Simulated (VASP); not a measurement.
# BaTiO3 (P4/mmm) in VASP: further runs, part 3 of 3

VASP 6.6.1.

### Step 5. Electric field gradients, LDA (equal xx and yy strain of -1 %)

INCAR

```
  ALGO = Normal
  EDIFF = 1E-8
  ENCUT = 520
  ISIF = 2
  ISMEAR = -1
  LASPH = T
  LCHARG = F
  LEFG = T
  LREAL = F
  LWAVE = F
  NBANDS = 28
  NELM = 60
  PREC = Accurate
  SIGMA = 0.05
```

KPOINTS

```
k-points
0
Gamma
  8 8 8
```

POSCAR

```
BaTiO3
1.0
    3.9672270000      0.0000000000      0.0000000000
    0.0000000000      3.9672270000      0.0000000000
    0.0000000000      0.0000000000      4.0073000000
Ba Ti O
1 1 3
Direct
    0.5000000000      0.5000000000      0.5000000000
    0.0000000000      0.0000000000      0.0000000000
    0.5000000000      0.0000000000      0.0000000000
    0.0000000000      0.5000000000      0.0000000000
    0.0000000000      0.0000000000      0.5000000000
```

Potentials or basis: VASP PAW LDA potentials, release 64 (Ba_sv, Ti_sv, O).

Started as:

```
> cat potpaw_LDA.64/Ba_sv/POTCAR potpaw_LDA.64/Ti_sv/POTCAR potpaw_LDA.64/O/POTCAR > POTCAR
> mpirun -np 1 vasp_std > vasp.out
```

OUTCAR:

```text
EDIFF = 1E-8
   ENCUT = 520
   ISIF = 2
   ISMEAR = -1
   LASPH = T
   LREAL = F
   NELM = 60
   PREC = Accurate

 ion  position               nearest neighbor table
   1  0.500  0.500  0.500-   5 2.81   5 2.81   5 2.81   5 2.81   4 2.82   3 2.82   4 2.82   3 2.82
                             4 2.82   3 2.82   4 2.82   3 2.82   2 3.45   2 3.45   2 3.45   2 3.45
   2  0.000  0.000  0.000-   3 1.98   4 1.98   4 1.98   3 1.98   5 2.00   5 2.00   1 3.45   1 3.45
                             1 3.45   1 3.45   1 3.45   1 3.45   1 3.45   1 3.45
   3  0.500  0.000  0.000-   2 1.98   2 1.98   1 2.82   1 2.82   1 2.82   1 2.82
   4  0.000  0.500  0.000-   2 1.98   2 1.98   1 2.82   1 2.82   1 2.82   1 2.82
   5  0.000  0.000  0.500-   2 2.00   2 2.00   1 2.81   1 2.81   1 2.81   1 2.81

  LATTYP: Found a simple tetragonal cell.
 ALAT       =     3.9672270000
 C/A-ratio  =     1.0101010101

  Lattice vectors:

 A1 = (   3.9672270000,   0.0000000000,   0.0000000000)
 A2 = (   0.0000000000,   3.9672270000,   0.0000000000)
 A3 = (   0.0000000000,   0.0000000000,   4.0073000000)

Analysis of symmetry for initial positions (statically):
=====================================================================
 Subroutine PRICEL returns:
 Original cell was already a primitive cell.

 Routine SETGRP: Setting up the symmetry group for a
 simple tetragonal supercell.

 Subroutine GETGRP returns: Found 16 space group operations
 (whereof 16 operations were pure point group operations)
 out of a pool of 16 trial point group operations.

The static configuration has the point symmetry D_4h.

Analysis of symmetry for dynamics (positions and initial velocities):
=====================================================================
 Subroutine PRICEL returns:
 Original cell was already a primitive cell.

[... 920 lines left out ...]
  Total       -1.3307567     -1.3307567     -2.1249388      0.0000000     -0.0000000      0.0000000
  in kB      -33.8051823    -33.8051823    -53.9797719      0.0000000     -0.0000000      0.0000000
  external PRESSURE =     -40.5300455 kB  Pullay stress =       0.0000000 kB

 VOLUME and BASIS-vectors are now :
 -----------------------------------------------------------------------------
  energy-cutoff  :      520.00
  volume of cell :       63.07
      direct lattice vectors                 reciprocal lattice vectors
     3.967227000  0.000000000  0.000000000     0.252065233  0.000000000  0.000000000
     0.000000000  3.967227000  0.000000000     0.000000000  0.252065233  0.000000000
     0.000000000  0.000000000  4.007300000     0.000000000  0.000000000  0.249544581

 POSITION                                       TOTAL-FORCE (eV/Angst)
 -----------------------------------------------------------------------------------
      1.98361      1.98361      2.00365         0.000000      0.000000      0.000000
      0.00000      0.00000      0.00000         0.000000      0.000000      0.000000
      1.98361      0.00000      0.00000         0.000000      0.000000      0.000000
      0.00000      1.98361      0.00000         0.000000      0.000000      0.000000
      0.00000      0.00000      2.00365         0.000000      0.000000      0.000000
 -----------------------------------------------------------------------------------
    total drift:                                0.000000     -0.000000      0.000000

  FREE ENERGIE OF THE ION-ELECTRON SYSTEM (eV)
  ---------------------------------------------------
  free  energy   TOTEN  =       -44.1374842259 eV

  energy  without entropy=      -44.1374842219  energy(sigma->0) =      -44.13748422

 Electric field gradients (V/A^2)
---------------------------------------------------------------------
 ion       V_xx      V_yy      V_zz      V_xy      V_xz      V_yz
---------------------------------------------------------------------
   1      -0.991    -0.991     1.983     0.000     0.000     0.000
   2      -4.717    -4.717     9.433    -0.000    -0.000     0.000
   3      18.295   -10.828    -7.467    -0.000     0.000     0.000
   4     -10.828    18.295    -7.467     0.000     0.000     0.000
   5     -11.623   -11.623    23.247     0.000    -0.000     0.000
---------------------------------------------------------------------

 Electric field gradients after diagonalization (V/A^2)
 (convention: |V_zz| > |V_xx| > |V_yy|)
----------------------------------------------------------------------
 ion       V_xx      V_yy      V_zz     asymmetry (V_yy - V_xx)/ V_zz
----------------------------------------------------------------------
   1      -0.991    -0.991     1.983       0.000
   2      -4.717    -4.717     9.433       0.000
   3     -10.828    -7.467    18.295       0.184
   4     -10.828    -7.467    18.295       0.184
   5     -11.623   -11.623    23.247       0.000
----------------------------------------------------------------------

           NMR quadrupolar parameters

 Cq : quadrupolar parameter    Cq=e*Q*V_zz/h
 eta: asymmetry parameters     (V_yy - V_xx)/ V_zz
 Q  : nuclear electric quadrupole moment in mb (millibarn)
----------------------------------------------------------------------
 ion       Cq(MHz)       eta       Q (mb)
----------------------------------------------------------------------
   1       0.005       0.000       1.000
   2       0.023       0.000       1.000
   3       0.044       0.184       1.000
   4       0.044       0.184       1.000
   5       0.056       0.000       1.000
----------------------------------------------------------------------
```

Run time: 1.8 min. Hardware: 1 thread of Intel Xeon Platinum 8488C (Sapphire Rapids), shared host; peak memory 0.24 GiB.

What came out:

- Free energy: -44.1375 eV
- Pressure: -4.1 GPa
- Band gap on the k mesh: 1.67 eV (least direct gap 1.80 eV)
- Largest electric field gradient by atom: Ba +2.0; Ti +9.4; O +18.3, +23.2 (each value once) V/Å²

Electric field gradients, principal values (V/Å²):
| atom | least | middle | greatest (by size) |
| --- | --- | --- | --- |
| 1 Ba | -0.991 | -0.991 | 1.983 |
| 2 Ti | -4.717 | -4.717 | 9.433 |
| 3 O | -7.467 | -10.828 | 18.295 |
| 4 O | -7.467 | -10.828 | 18.295 |
| 5 O | -11.623 | -11.623 | 23.247 |

Caveat: the cell differs from its parent crystal (equal xx and yy strain of -1 %); the cell stands under tension; without QUAD_EFG the Cq values of the log hold for a quadrupole moment of 1 mb, not for the nuclei; spin-orbit coupling is left out, which moves the levels of the heavy elements.

### Step 6. Electric field gradients, LDA (equal xx and yy strain of +1 %)

INCAR

```
PREC     = Accurate       # precision mode
ENCUT    = 520            # plane-wave cutoff, eV
EDIFF    = 1E-8           # SCF threshold, eV
ISMEAR   = -1             # smearing method
SIGMA    = 0.05           # smearing width, eV
LREAL    = F              # projectors in reciprocal space
LASPH    = T              # aspherical terms in the spheres
NELM     = 80             # most SCF steps
ALGO     = Normal         # electronic algorithm
ISIF     = 2              # what is computed and relaxed
LWAVE    = F              # write WAVECAR
LCHARG   = F              # write CHGCAR
LEFG     = T            
NBANDS   = 28             # bands
```

KPOINTS

```
Automatic mesh
0
Gamma
  8 8 8
```

POSCAR: that of step 5 with these lines changed.

```diff
@@ -2,4 +2,4 @@
 1.0
-    3.9672270000      0.0000000000      0.0000000000
-    0.0000000000      3.9672270000      0.0000000000
+    4.0473730000      0.0000000000      0.0000000000
+    0.0000000000      4.0473730000      0.0000000000
     0.0000000000      0.0000000000      4.0073000000
```

Potentials or basis: VASP PAW LDA potentials, release 64 (Ba_sv, Ti_sv, O).

Started as:

```
> cat potpaw_LDA.64/Ba_sv/POTCAR potpaw_LDA.64/Ti_sv/POTCAR potpaw_LDA.64/O/POTCAR > POTCAR
> mpirun -np 1 vasp_std > vasp.out
```

OUTCAR:

```text
PREC = Accurate
   ENCUT = 520
   EDIFF = 1E-8
   ISMEAR = -1
   LREAL = F
   LASPH = T
   NELM = 80
   ISIF = 2

 ion  position               nearest neighbor table
   1  0.500  0.500  0.500-   3 2.85   4 2.85   3 2.85   4 2.85   3 2.85   3 2.85   4 2.85   4 2.85
                             5 2.86   5 2.86   5 2.86   5 2.86   2 3.49   2 3.49   2 3.49   2 3.49
   2  0.000  0.000  0.000-   5 2.00   5 2.00   3 2.02   4 2.02   4 2.02   3 2.02   1 3.49   1 3.49
                             1 3.49   1 3.49   1 3.49   1 3.49   1 3.49   1 3.49
   3  0.500  0.000  0.000-   2 2.02   2 2.02   1 2.85   1 2.85   1 2.85   1 2.85
   4  0.000  0.500  0.000-   2 2.02   2 2.02   1 2.85   1 2.85   1 2.85   1 2.85
   5  0.000  0.000  0.500-   2 2.00   2 2.00   1 2.86   1 2.86   1 2.86   1 2.86

  LATTYP: Found a simple tetragonal cell.
 ALAT       =     4.0473730000
[... 981 lines left out ...]
   3      25.005   -10.878   -14.127    -0.000    -0.000     0.000
   4     -10.878    25.005   -14.127     0.000     0.000    -0.000
   5     -10.135   -10.135    20.270    -0.000    -0.000    -0.000
---------------------------------------------------------------------

 Electric field gradients after diagonalization (V/A^2)
 (convention: |V_zz| > |V_xx| > |V_yy|)
----------------------------------------------------------------------
 ion       V_xx      V_yy      V_zz     asymmetry (V_yy - V_xx)/ V_zz
----------------------------------------------------------------------
   1       0.707     0.707    -1.414       0.000
   2       4.442     4.442    -8.884       0.000
   3     -14.127   -10.878    25.005       0.130
   4     -14.127   -10.878    25.005       0.130
   5     -10.135   -10.135    20.270       0.000
----------------------------------------------------------------------

           NMR quadrupolar parameters

 Cq : quadrupolar parameter    Cq=e*Q*V_zz/h
 eta: asymmetry parameters     (V_yy - V_xx)/ V_zz
 Q  : nuclear electric quadrupole moment in mb (millibarn)
----------------------------------------------------------------------
 ion       Cq(MHz)       eta       Q (mb)
----------------------------------------------------------------------
   1      -0.003       0.000       1.000
   2      -0.021       0.000       1.000
   3       0.060       0.130       1.000
   4       0.060       0.130       1.000
   5       0.049       0.000       1.000
----------------------------------------------------------------------
```

OSZICAR:

```text
N       E                     dE             d eps       ncg     rms          rms(c)
DAV:   1     0.412131933229E+03    0.41213E+03   -0.20394E+04  4200   0.151E+03
DAV:   2    -0.131549237770E+02   -0.42529E+03   -0.40502E+03  4844   0.411E+02
DAV:   3    -0.527769777010E+02   -0.39622E+02   -0.39215E+02  4848   0.130E+02
DAV:   4    -0.548023880674E+02   -0.20254E+01   -0.20211E+01  6704   0.260E+01
DAV:   5    -0.548412187223E+02   -0.38831E-01   -0.38819E-01  5300   0.336E+00    0.220E+01
DAV:   6    -0.445156756262E+02    0.10326E+02   -0.58097E+01  5820   0.642E+01    0.102E+01
DAV:   7    -0.442836927274E+02    0.23198E+00   -0.11041E+01  5600   0.239E+01    0.643E+00
DAV:   8    -0.440505586247E+02    0.23313E+00   -0.73218E-01  5048   0.730E+00    0.330E+00
DAV:   9    -0.440612827423E+02   -0.10724E-01   -0.39639E-01  6136   0.505E+00    0.174E+00
DAV:  10    -0.440277502650E+02    0.33532E-01   -0.22489E-01  4940   0.471E+00    0.621E-01
DAV:  11    -0.440218660849E+02    0.58842E-02   -0.23651E-02  5660   0.998E-01    0.137E-01
DAV:  12    -0.440221268113E+02   -0.26073E-03   -0.19652E-03  5184   0.388E-01    0.141E-01
DAV:  13    -0.440218393310E+02    0.28748E-03   -0.97299E-04  5248   0.313E-01    0.274E-02
DAV:  14    -0.440218352293E+02    0.41016E-05   -0.38599E-05  5016   0.453E-02    0.969E-03
DAV:  15    -0.440218348758E+02    0.35354E-06   -0.36039E-06  5428   0.129E-02    0.252E-03
DAV:  16    -0.440218347812E+02    0.94637E-07   -0.42971E-07  5896   0.564E-03    0.608E-04
DAV:  17    -0.440218347828E+02   -0.16230E-08   -0.25020E-08  4212   0.117E-03
   1 F= -.44021835E+02 E0= -.44021835E+02  d E =-.856239E-08
```

Wall time 1.9 min (1 thread of Intel Xeon Platinum 8488C (Sapphire Rapids), shared host); peak memory 0.25 GiB.

Results:

- Free energy: -44.0218 eV
- Pressure: -10.4 GPa
- Band gap on the k mesh: 1.59 eV (least direct gap 1.76 eV)
- Largest electric field gradient by atom: Ba -1.4; Ti -8.9; O +25.0, +20.3 (each value once) V/Å²

Electric field gradients, principal values (V/Å²):
```csv
atom,least,middle,greatest (by size)
1 Ba,0.707,0.707,-1.414
2 Ti,4.442,4.442,-8.884
3 O,-10.878,-14.127,25.005
4 O,-10.878,-14.127,25.005
5 O,-10.135,-10.135,20.270
```

Caveat: the cell differs from its parent crystal (equal xx and yy strain of +1 %); the cell stands under tension; without QUAD_EFG the Cq values of the log hold for a quadrupole moment of 1 mb, not for the nuclei; spin-orbit coupling is left out, which moves the levels of the heavy elements. A k mesh can miss the band edges.

### Step 7. The runs side by side

| cell | gap on the mesh (eV) | pressure (GPa) |
| --- | --- | --- |
| a = 3.887, b = 3.887, c = 4.007 Å, 5 atoms | 1.69 | 4.0 |
| a = 3.927, b = 3.927, c = 4.007 Å, 5 atoms | 1.68 | -0.2 |
| a = 3.967, b = 3.967, c = 4.007 Å, 5 atoms | 1.67 | -4.1 |
| a = 4.047, b = 4.047, c = 4.007 Å, 5 atoms | 1.59 | -10.4 |

Alike in all rows: task electric field gradients; level LDA; potentials or basis VASP PAW LDA potentials, release 64 (Ba_sv, Ti_sv, O); no spin polarisation; k mesh 8 × 8 × 8; cutoff (eV) 520; smearing fermi-dirac 0.05 eV.

Caveats: spin-orbit coupling is left out, which moves the levels of the heavy elements; the cell stands under tension (at least some runs); the stress differs along the axes, from -1 to 6 GPa (at least some runs).

Absolute energies hang on the potentials; compare differences alone.
